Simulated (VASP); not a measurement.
# ZrNbN2 (R-3m) in VASP: notebook

The runs below take ZrNbN2 through single point, with LDA.

Everything below comes from runs of VASP 6.6.1. Logs are shortened: lines on timing, memory, paths and dates and some standing lists are left out, and cuts for length are marked.

## 1. The cell of the first run

It takes space group R-3m (No. 166, trigonal). Conventional cell: a = 3.062 Å, b = 3.062 Å, c = 15.518 Å, α = 90.00°, β = 90.00°, γ = 120.00°. Within 2.9 Å of Zr (site symmetry -3m) lie 6 N at 2.20 Å. Within 2.9 Å of Nb (site symmetry -3m) lie 6 N at 2.18 Å. N (site symmetry 3m) has 3 Nb at 2.18 Å and 3 Zr at 2.20 Å within 2.9 Å.

## 2. Single point, LDA

Contents of INCAR:

```
SYSTEM = ZrNbN2
ALGO = Normal ; EDIFF = 1E-6
ENCUT = 520 ; GGA = CA
ISIF = 2 ; ISMEAR = 1
LASPH = .True. ; LCHARG = .False.
LREAL = .False. ; LWAVE = .False.
NBANDS = 26 ; NELM = 100
PREC = Accurate ; SIGMA = 0.1
```

Contents of KPOINTS:

```
k-points
0
Gamma
  13 13 13
  0 0 0
```

Contents of POSCAR:

```
ZrNbN2
1.0
    1.5310209500      0.8839351000      5.1727030000
   -1.5310209500      0.8839351000      5.1727030000
    0.0000000000     -1.7678711500      5.1727030000
Zr Nb N
1 1 2
Direct
    0.5000000000      0.5000000000      0.5000000000
    0.0000000000      0.0000000000      0.0000000000
    0.7492170000      0.7492170000      0.7492170000
    0.2507830000      0.2507830000      0.2507830000
```

Potentials or basis: VASP PAW LDA potentials, release 64 (Zr_sv, Nb_sv, N).

Command:

```
cat potpaw_LDA.64/Zr_sv/POTCAR potpaw_LDA.64/Nb_sv/POTCAR potpaw_LDA.64/N/POTCAR > POTCAR
mpirun -np 1 vasp_std > vasp.out
```

OUTCAR:

```text
SYSTEM = ZrNbN2
   EDIFF = 1E-6
   ENCUT = 520
   GGA = CA
   ISIF = 2
   ISMEAR = 1
   LASPH = .True.
   LREAL = .False.
   NELM = 100
   PREC = Accurate

 ion  position               nearest neighbor table
   1  0.500  0.500  0.500-   4 2.20   4 2.20   3 2.20   3 2.20   4 2.20   3 2.20   2 3.13   2 3.13
                             2 3.13   2 3.13   2 3.13   2 3.13
   2  0.000  0.000  0.000-   3 2.18   3 2.18   4 2.18   4 2.18   3 2.18   4 2.18   1 3.13   1 3.13
                             1 3.13   1 3.13   1 3.13   1 3.13
   3  0.749  0.749  0.749-   2 2.18   2 2.18   2 2.18   1 2.20   1 2.20   1 2.20
   4  0.251  0.251  0.251-   2 2.18   2 2.18   2 2.18   1 2.20   1 2.20   1 2.20

  LATTYP: Found a trigonal (rhomboedric) cell.
 ALAT       =     5.4664634579
 COS(alpha) =     0.8431157329

  Lattice vectors:

 A1 = (   1.5310209500,   0.8839351000,   5.1727030000)
 A2 = (  -1.5310209500,   0.8839351000,   5.1727030000)
 A3 = (   0.0000000000,  -1.7678711500,   5.1727030000)

Analysis of symmetry for initial positions (statically):
=====================================================================
 Subroutine PRICEL returns:
 Original cell was already a primitive cell.

 Routine SETGRP: Setting up the symmetry group for a
 trigonal (rhombohedral) supercell.

 Subroutine GETGRP returns: Found 12 space group operations
 (whereof 12 operations were pure point group operations)
 out of a pool of 12 trial point group operations.

The static configuration has the point symmetry D_3d.

Analysis of symmetry for dynamics (positions and initial velocities):
=====================================================================
 Subroutine PRICEL returns:
 Original cell was already a primitive cell.

 Routine SETGRP: Setting up the symmetry group for a
 trigonal (rhombohedral) supercell.

 Subroutine GETGRP returns: Found 12 space group operations
 (whereof 12 operations were pure point group operations)
 out of a pool of 12 trial point group operations.

The dynamic configuration has the point symmetry D_3d.

 Subroutine INISYM returns: Found 12 space group operations
 (whereof 12 operations are pure point group operations),
 and found     1 'primitive' translations

----------------------------------------------------------------------------------------

                                     Primitive cell

  volume of cell :      42.0020

  direct lattice vectors                    reciprocal lattice vectors
     1.531020950  0.883935100  5.172703000     0.326579463  0.188550728  0.064440853
    -1.531020950  0.883935100  5.172703000    -0.326579463  0.188550728  0.064440853
     0.000000000 -1.767871150  5.172703000     0.000000000 -0.377101457  0.064440818

  length of vectors
     5.466463458  5.466463458  5.466463640     0.382567833  0.382567833  0.382567808

  position of ions in fractional coordinates (direct lattice)
     0.500000000  0.500000000  0.500000000
     0.000000000  0.000000000  0.000000000
     0.749217000  0.749217000  0.749217000
     0.250783000  0.250783000  0.250783000

  ion indices of the primitive-cell ions
   primitive index   ion index
                 1           1
                 2           2
                 3           3
                 4           4

----------------------------------------------------------------------------------------

 KPOINTS: k-points

Automatic generation of k-mesh.
 Grid dimensions read from file:
 generate k-points for:   13   13   13

 Generating k-lattice:

  Cartesian coordinates                     Fractional coordinates (reciprocal lattice)
     0.025121497  0.014503902  0.004956989     0.076923077  0.000000000  0.000000000
    -0.025121497  0.014503902  0.004956989     0.000000000  0.076923077  0.000000000
     0.000000000 -0.029007804  0.004956986     0.000000000  0.000000000  0.076923077

  Length of vectors
     0.029428295  0.029428295  0.029428293

  Shift w.r.t. Gamma in fractional coordinates (k-lattice)
     0.000000000  0.000000000  0.000000000

 Subroutine IBZKPT returns following result:
 ===========================================

 Found    231 irreducible k-points:

 Following reciprocal coordinates:
            Coordinates               Weight
  0.000000  0.000000  0.000000      1.000000
  0.076923 -0.000000  0.000000      6.000000
  0.153846 -0.000000  0.000000      6.000000
  0.230769 -0.000000  0.000000      6.000000
  0.307692 -0.000000  0.000000      6.000000
  0.384615 -0.000000  0.000000      6.000000
[... 16 lines left out ...]
  0.384615  0.153846  0.000000     12.000000
  0.461538  0.153846  0.000000     12.000000
 [... further k-points ...]
   k-points           NKPTS =    231   k-points in BZ     NKDIM =    231   number of bands    NBANDS=     26
   number of dos      NEDOS =    301   number of ions     NIONS =      4
   total plane-waves  NPLWV =  74088
   dimension x,y,z NGX =    42 NGY =   42 NGZ =   42
   dimension x,y,z NGXF=    84 NGYF=   84 NGZF=   84
   ions per type =               1   1   2
   NGX,Y,Z   is equivalent  to a cutoff of  12.77, 12.77, 12.77 a.u.
   NGXF,Y,Z  is equivalent  to a cutoff of  25.55, 25.55, 25.55 a.u.
 SYSTEM =  ZrNbN2
   PREC   = accura    normal or accurate (medium, high low for compatibility)
   ISTART =      0    job   : 0-new  1-cont  2-samecut
   ICHARG =      2    charge: 1-file 2-atom 10-const
   ISPIN  =      1    spin polarized calculation?
   LNONCOLLINEAR =      F non collinear calculations
   LSORBIT =      F    spin-orbit coupling
   LASPH  =      T    aspherical Exc in radial PAW
   ENCUT  =  520.0 eV  38.22 Ry    6.18 a.u.  10.16 10.16 10.16*2*pi/ulx,y,z
   NELM   =    100;   NELMIN=  2; NELMDL= -5     # of ELM steps
   EDIFF  = 0.1E-05   stopping-criterion for ELM
   LREAL  =      F    real-space projection
   EDIFFG = 0.1E-04   stopping-criterion for IOM
   NSW    =      0    number of steps for IOM
   IBRION =     -1    ionic relax: 0-MD 1-quasi-New 2-CG
   NFREE  =      0    steps in history (QN), initial steepest desc. (CG)
   ISIF   =      2    stress and relaxation
   ISYM   =      2    0-nonsym 1-usesym 2-fastsym
   POTIM  = 0.5000    time-step for ionic-motion
   TEBEG  =    0.0;   TEEND  =   0.0 temperature during run
   PSTRESS=    0.0 pullay stress
   NELECT =      35.0000    total number of electrons
   NUPDOWN=      -1.0000    fix difference up-down
   EMIN   =  10.00;   EMAX   =-10.00  energy-range for DOS
   EFERMI =   0.00;   METHOD = LEGACY
   ISMEAR =     1;   SIGMA  =   0.10  broadening in eV -4-tet -1-fermi 0-gaus
   EFERMI_NEDOS =   21; number of points for ismear=-14 and -15
   IALGO  =     38    algorithm
   IMIX   =      4    mixing-type and parameters
     AMIX     =   0.40;   BMIX     =  1.00
     AMIX_MAG =   1.60;   BMIX_MAG =  1.00
  volume/ion in A,a.u.               =      10.50        70.86
  Fermi-wavevector in a.u.,A,eV,Ry     =   1.540544  2.911205 32.290366  2.373275
  Thomas-Fermi vector in A             =   2.646616
   LORBIT       =      0    0 simple, 1 ext, 2 COOP (PROOUT), +10 PAW based schemes
   GGA     = CA    functional components
   LHFCALC =     F    Hartree Fock is set to
   AEXX    =    0.0000 exact exchange contribution
   IVDW    =     0    specifies the selected vdW correction
   LEPSILON=     F    determine dielectric tensor
   LRPA    =     F    only Hartree local field effects (RPA)
 non-spin polarized calculation
 Methfessel and Paxton  Order N= 1 SIGMA  =   0.10
  energy-cutoff  :      520.00
  volume of cell :       42.00
 maximum number of plane-waves:      1143
 NGX is ok and might be reduce to    42
   NGX = 21   NGY = 21   NGZ = 21

 number of electron      35.0000001 magnetization

 Free energy of the ion-electron system (eV)
  ---------------------------------------------------
  ext. energy  EPLUGINS =         0.00000000
  ---------------------------------------------------
  free energy    TOTEN  =       -45.20173437 eV

  energy without entropy =      -45.20169073  energy(sigma->0) =      -45.20171983

 E-fermi :  13.7901     XC(G=0): -13.5967

 val. band max:       13.7827748582   @ k =  -0.1538   0.2308   0.1538
 cond. band min:      13.7938718674   @ k =  -0.3077   0.3846   0.2308
 fundamental gap:      0.0110970093
 Fermi energy:        13.7900588312

 k-point     1 :       0.0000    0.0000    0.0000
  band No.  band energies     occupation
      1     -41.9474      2.00000
      2     -35.3650      2.00000
      3     -18.4878      2.00000
      4     -17.8503      2.00000
      5     -17.8503      2.00000
      6     -13.9127      2.00000
[... 18 lines left out ...]
     25      17.7447      0.00000
     26      18.8749      0.00000

 k-point     2 :       0.0769   -0.0000    0.0000
  band No.  band energies     occupation
      1     -41.9411      2.00000
      2     -35.3542      2.00000
      3     -18.4715      2.00000
      4     -17.9060      2.00000
      5     -17.8619      2.00000
      6     -13.8995      2.00000
[... 18 lines left out ...]
     25      18.0806      0.00000
     26      19.4454      0.00000

 k-point     3 :       0.1538   -0.0000    0.0000
  band No.  band energies     occupation
      1     -41.9235      2.00000
      2     -35.3241      2.00000
      3     -18.4264      2.00000
      4     -18.0577      2.00000
      5     -17.8939      2.00000
      6     -13.8624      2.00000
[... 18 lines left out ...]
     25      19.0886      0.00000
     26      19.9054      0.00000

 k-point     4 :       0.2308   -0.0000    0.0000
  band No.  band energies     occupation
      1     -41.8986      2.00000
      2     -35.2813      2.00000
      3     -18.3644      2.00000
      4     -18.2636      2.00000
      5     -17.9386      2.00000
      6     -13.8174      2.00000
[... 18 lines left out ...]
     25      19.2415      0.00000
     26      20.7264      0.00000
[... 496 lines left out ...]
      1     -41.8857      2.00000
      2     -35.2592      2.00000
      3     -18.3436      2.00000
      4     -18.3238      2.00000
      5     -17.9981      2.00000
      6     -13.8667      2.00000
[... 18 lines left out ...]
     25      19.2230      0.00000
     26      20.8769      0.00000

 k-point    23 :       0.3846    0.1538    0.0000
  band No.  band energies     occupation
      1     -41.8621      2.00000
      2     -35.2182      2.00000
      3     -18.4963      2.00000
      4     -18.2693      2.00000
      5     -18.0746      2.00000
      6     -14.1109      2.00000
[... 18 lines left out ...]
     25      19.6876      0.00000
     26      20.7982      0.00000

 k-point    24 :       0.4615    0.1538    0.0000
  band No.  band energies     occupation
      1     -41.8425      2.00000
      2     -35.1839      2.00000
      3     -18.6202      2.00000
      4     -18.2220      2.00000
      5     -18.1397      2.00000
      6     -14.3089      2.00000
[... 18 lines left out ...]
     25      20.2480      0.00000
     26      20.6702      0.00000

 [... further k-points ...]

------------------------ aborting loop because EDIFF is reached ----------------------------------------

  FORCE on cell =-STRESS in cart. coord.  units (eV):
  Direction    XX          YY          ZZ          XY          YZ          ZX
  --------------------------------------------------------------------------------------
  -------------------------------------------------------------------------------------
  Total        4.5400947      4.5400953      1.7201608      0.0000000     -0.0000001      0.0000000
  in kB      173.1829106    173.1829338     65.6159102      0.0000000     -0.0000040      0.0000000
  external PRESSURE =     137.3272515 kB  Pullay stress =       0.0000000 kB

 VOLUME and BASIS-vectors are now :
 -----------------------------------------------------------------------------
  energy-cutoff  :      520.00
  volume of cell :       42.00
      direct lattice vectors                 reciprocal lattice vectors
     1.531020950  0.883935100  5.172703000     0.326579463  0.188550728  0.064440853
    -1.531020950  0.883935100  5.172703000    -0.326579463  0.188550728  0.064440853
     0.000000000 -1.767871150  5.172703000     0.000000000 -0.377101457  0.064440818

 POSITION                                       TOTAL-FORCE (eV/Angst)
 -----------------------------------------------------------------------------------
      0.00000     -0.00000      7.75905         0.000000      0.000000      0.000000
      0.00000      0.00000      0.00000         0.000000      0.000000      0.000000
      0.00000     -0.00000     11.62643         0.000000      0.000000     -0.282977
      0.00000     -0.00000      3.89168         0.000000     -0.000000      0.282977
 -----------------------------------------------------------------------------------
    total drift:                                0.000000      0.000000      0.000000

  FREE ENERGIE OF THE ION-ELECTRON SYSTEM (eV)
  ---------------------------------------------------
  free  energy   TOTEN  =       -45.2017343714 eV

  energy  without entropy=      -45.2016907343  energy(sigma->0) =      -45.20171983
```

It took 6 min on 1 thread of Intel Xeon 6975P-C (Granite Rapids), shared host; peak memory 0.39 GiB.

What came out:

* Free energy: -45.2017 eV
* Pressure: 13.7 GPa
* Largest force: 0.283 eV/Å

Forces on the atoms (eV/Å):
```
Zr   0.000  0.000  0.000
Nb   0.000  0.000  0.000
N    0.000  0.000 -0.283
N    0.000  0.000  0.283
```

Levels at points of the mesh, in eV from the Fermi level:
| k point | band 13 | band 14 | band 15 | band 16 | band 17 | band 18 | band 19 | band 20 | band 21 | band 22 |
| --- | --- | --- | --- | --- | --- | --- | --- | --- | --- | --- |
| (0.00, 0.00, 0.00) | -6.58 | -3.20 | -3.02 | -3.02 | -1.69 | -1.25 | -1.25 | 0.76 | 0.76 | 2.58 |

(Continued in part 2 of 2.)
